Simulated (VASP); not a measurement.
# Ag6PdRh3 (P1) in VASP: a series of runs, part 2 of 2

VASP 6.6.1.

### Step 3. Relaxation of cell and atoms, PBE

File INCAR:

```
PREC = Accurate
ENCUT = 600
EDIFF = 1E-6
ISMEAR = 0
SIGMA = 0.1
LREAL = Auto
LASPH = True
NELM = 80
ALGO = Normal
ISIF = 3
LWAVE = False
LCHARG = False
GGA = PE
IBRION = 2
NSW = 70
EDIFFG = -0.04
ISYM = 0
```

File KPOINTS:

```
Automatic mesh
0
Gamma
  2 2 2
  0.5 0.5 0.5
```

File POSCAR:

```
Ag6PdRh3
1.0
   -6.0508183800      4.0338789200      2.0169394600
    6.0508183800      4.0338789200     -2.0169394600
   -2.0169394600     -4.0338789200     -6.0508183800
Rh Pd Ag
6 2 12
Direct
    0.0565496221      0.3497683632      0.8986625559
    0.2005950007      0.4109643612      0.6027763196
    0.6021001882      0.2062368051      0.8006707736
    0.7483751214      0.2466803732      0.5015363844
    0.9012371302      0.3008185819      0.2010116153
    0.9489430639      0.6478821266      0.0984951953
    0.0027719976      0.9994073146      0.0044961951
    0.4506420261      0.1477283062      0.0995294540
    0.0958268845      0.7025312241      0.7975910367
    0.5536334436      0.8546999969      0.8998614962
    0.1496277351      0.0522074268      0.7052563978
    0.2467093228      0.7510166808      0.4987370795
    0.6484337207      0.5533928138      0.7002581188
    0.7016997171      0.8981644908      0.5980082131
    0.2989648054      0.1008350479      0.3978660396
    0.3478334143      0.4517835355      0.3037291996
    0.3970952609      0.7988020232      0.1973045796
    0.7984368587      0.5970954529      0.3992783568
    0.8447776791      0.9460373175      0.3014729588
    0.5003675682      0.5007169516      0.9975453095
```

Potentials or basis: VASP PAW PBE potentials, release 64 (Rh_pv, Pd, Ag).

Run with:

```bash
> cat potpaw_PBE.64/Rh_pv/POTCAR potpaw_PBE.64/Pd/POTCAR potpaw_PBE.64/Ag/POTCAR > POTCAR
> mpirun -np 1 vasp_std > vasp.out
```

OUTCAR:

```text
PREC = Accurate
   ENCUT = 600
   EDIFF = 1E-6
   ISMEAR = 0
   LREAL = Auto
   LASPH = True
   NELM = 80
   ISIF = 3
   GGA = PE
   IBRION = 2
   NSW = 70
   EDIFFG = -0.04
   ISYM = 0

 ion  position               nearest neighbor table
   1  0.057  0.350  0.899-  11 2.78  20 2.81   2 2.82  17 2.83   4 2.85  16 2.85  14 2.87   7 2.88
                             6 2.88   5 2.89   9 2.89   3 2.90
   2  0.201  0.411  0.603-  12 2.80   1 2.82   9 2.82  16 2.82  10 2.83   5 2.83   4 2.85  13 2.85
                            20 2.85  15 2.92  11 2.92  19 2.93
   3  0.602  0.206  0.801-   6 2.81   4 2.82  20 2.82  13 2.84  15 2.86  10 2.86   8 2.86   5 2.87
                            11 2.87  12 2.89   1 2.90  14 2.90
   4  0.748  0.247  0.502-   3 2.82  14 2.83  19 2.84   2 2.85  15 2.85   1 2.85  17 2.85   8 2.86
                            18 2.86   9 2.87   5 2.87  13 2.89
   5  0.901  0.301  0.201-  16 2.82   2 2.83  10 2.83  18 2.84  12 2.84   6 2.85   8 2.85   7 2.86
                             3 2.87   4 2.87  19 2.88   1 2.89
   6  0.949  0.648  0.098-   3 2.81   7 2.83  12 2.84  17 2.84  20 2.85   5 2.85   9 2.85  13 2.86
                            18 2.86  15 2.86  19 2.87   1 2.88
   7  0.003  0.999  0.004-  15 2.80   9 2.82   6 2.83  11 2.84   8 2.85  10 2.85  13 2.85  16 2.85
                             5 2.86  19 2.87   1 2.88  14 2.89
   8  0.451  0.148  0.100-  10 2.83  17 2.83  11 2.84   9 2.84  15 2.84  18 2.85   7 2.85   5 2.85
                             4 2.86   3 2.86  20 2.88  16 2.90
   9  0.096  0.703  0.798-  11 2.81   7 2.82   2 2.82  18 2.82  13 2.84   8 2.84  12 2.85   6 2.85
[... 9 lines left out ...]
  14  0.702  0.898  0.598-  19 2.80  13 2.82  11 2.82   4 2.83  16 2.83  18 2.84  10 2.85   1 2.87
[... 341 lines left out ...]
------------------------ aborting loop because EDIFF is reached ----------------------------------------
[... 103 lines left out ...]
--------------------------------------- Ionic step       16  -------------------------------------------

 number of electron     242.0000003 magnetization

 Free energy of the ion-electron system (eV)
  ---------------------------------------------------
  ext. energy  EPLUGINS =         0.00000000
  ---------------------------------------------------
  free energy    TOTEN  =       -83.57669843 eV

  energy without entropy =      -83.48050093  energy(sigma->0) =      -83.52859968

 E-fermi :   8.6534     XC(G=0): -12.6010

 val. band max:        8.6423010889   @ k =  -0.2500  -0.2500   0.2500
 cond. band min:       8.6674335720   @ k =   0.2500  -0.2500   0.2500
 fundamental gap:      0.0251324832
 Fermi energy:         8.6534158116

 k-point     1 :       0.2500    0.2500    0.2500
  band No.  band energies     occupation
      1     -37.4911      2.00000
      2     -37.4085      2.00000
      3     -37.3695      2.00000
      4     -37.2805      2.00000
      5     -37.2111      2.00000
      6     -37.1719      2.00000
[... 533 lines left out ...]
    132      12.1288      0.00000
    133      12.6945      0.00000
 [bands above 133 left out]

------------------------ aborting loop because EDIFF is reached ----------------------------------------

  FORCE on cell =-STRESS in cart. coord.  units (eV):
  Direction    XX          YY          ZZ          XY          YZ          ZX
  --------------------------------------------------------------------------------------
  -------------------------------------------------------------------------------------
  Total       -0.1488540     -0.1208997     -0.0715212      0.0810687      0.0615645     -0.0084946
  in kB       -0.7306785     -0.5934595     -0.3510756      0.3979415      0.3022011     -0.0416973
  external PRESSURE =      -0.5584045 kB  Pullay stress =       0.0000000 kB
[... 35 lines left out ...]
  FREE ENERGIE OF THE ION-ELECTRON SYSTEM (eV)
  ---------------------------------------------------
  free  energy   TOTEN  =       -83.5766984302 eV

  energy  without entropy=      -83.4805009265  energy(sigma->0) =      -83.52859968

 reached required accuracy - stopping structural energy minimisation
```

It took 2.1 h on 1 thread of Oxide Virtual Turin-like, shared host; peak memory 0.63 GiB.

What came out:

```yaml
Free_energy: -83.5767 eV
Relaxed_volume: 16.32 Å³/atom
Relaxed_cell: a = 7.517 Å, b = 7.549 Å, c = 7.472 Å, α = 106.53°, β = 106.62°, γ = 114.82°
Space_group_after_relaxing_to_0.1_Å: P1 (No. 1)
Energy_gained_by_relaxing: 30.8 meV/atom
Ionic_steps: 16
Pressure_after_relaxing: -0.1 GPa
Largest_force_after_relaxing: 0.030 eV/Å
```

Forces on the atoms (eV/Å):
```
Rh  -0.006  0.007 -0.007
Rh  -0.013  0.005 -0.006
Rh  -0.007 -0.002  0.005
Rh  -0.005  0.029 -0.002
Rh   0.005 -0.011  0.002
Rh  -0.017 -0.011  0.007
Pd   0.009  0.007  0.005
Pd   0.014 -0.025  0.008
Ag   0.007  0.023 -0.004
Ag  -0.010 -0.014  0.002
Ag  -0.007 -0.015 -0.002
Ag  -0.001 -0.009  0.012
Ag   0.005  0.014 -0.003
Ag   0.010 -0.010  0.009
Ag   0.001  0.001  0.012
Ag   0.007  0.012 -0.016
Ag  -0.004  0.008  0.002
Ag   0.012 -0.010 -0.014
Ag   0.004 -0.008 -0.011
Ag  -0.005  0.010  0.000
```

Step by step:
| step | energy change (eV) | largest force (eV/Å) | pressure (GPa) | volume (Å³) |
| --- | --- | --- | --- | --- |
| 1 | 0.0000 | 1.3686 | -1.50 | 328.20 |
| 2 | -0.3723 | 0.8897 | 1.58 | 320.95 |
| 3 | -0.4136 | 0.5416 | 3.36 | 317.68 |
| 4 | -0.5528 | 0.3361 | 0.11 | 326.45 |
| 5 | -0.5555 | 0.3186 | 0.44 | 325.37 |
| 6 | -0.5790 | 0.1937 | -0.35 | 326.87 |
| 7 | -0.5817 | 0.1726 | -0.69 | 327.56 |
| 8 | -0.5963 | 0.1457 | 0.15 | 325.45 |
| 9 | -0.5969 | 0.1448 | 0.36 | 324.95 |
| 10 | -0.6059 | 0.1065 | 0.16 | 325.57 |
| 11 | -0.6101 | 0.0880 | -0.09 | 326.38 |
| 12 | -0.6128 | 0.0593 | 0.07 | 326.06 |
| 13 | -0.6134 | 0.0620 | 0.21 | 325.81 |
| 14 | -0.6146 | 0.0436 | -0.20 | 326.79 |
| 15 | -0.6146 | 0.0435 | -0.11 | 326.60 |
| 16 | -0.6157 | 0.0297 | -0.06 | 326.40 |

Final structure:
```yaml
crystal:
  lattice:
    - [-6.01943, 4.04257, 1.98388]
    - [6.01690, 4.07204, -2.04927]
    - [-1.99362, -4.00707, -5.98294]
  atoms:
    - { symbol: Rh, position: [0.03486, 0.35001, 0.88860] }
    - { symbol: Rh, position: [0.17353, 0.39224, 0.59338] }
    - { symbol: Rh, position: [0.62801, 0.21972, 0.81725] }
    - { symbol: Rh, position: [0.76719, 0.25500, 0.50071] }
    - { symbol: Rh, position: [0.89084, 0.29688, 0.19838] }
    - { symbol: Rh, position: [0.94407, 0.63018, 0.09376] }
    - { symbol: Pd, position: [0.00551, 0.00717, 0.00487] }
    - { symbol: Pd, position: [0.46045, 0.15473, 0.10613] }
    - { symbol: Ag, position: [0.09921, 0.70685, 0.80627] }
    - { symbol: Ag, position: [0.54752, 0.85048, 0.89504] }
    - { symbol: Ag, position: [0.15874, 0.06063, 0.70871] }
    - { symbol: Ag, position: [0.24740, 0.75088, 0.50076] }
    - { symbol: Ag, position: [0.64755, 0.54802, 0.70022] }
    - { symbol: Ag, position: [0.70259, 0.90439, 0.60069] }
    - { symbol: Ag, position: [0.30675, 0.10501, 0.40786] }
    - { symbol: Ag, position: [0.33810, 0.44353, 0.29518] }
    - { symbol: Ag, position: [0.39942, 0.80305, 0.20116] }
    - { symbol: Ag, position: [0.79657, 0.59625, 0.39741] }
    - { symbol: Ag, position: [0.85284, 0.94502, 0.29351] }
    - { symbol: Ag, position: [0.49347, 0.49673, 0.99419] }
```

Caveat: the k points lie up to 0.52 Å⁻¹ apart in the final cell.
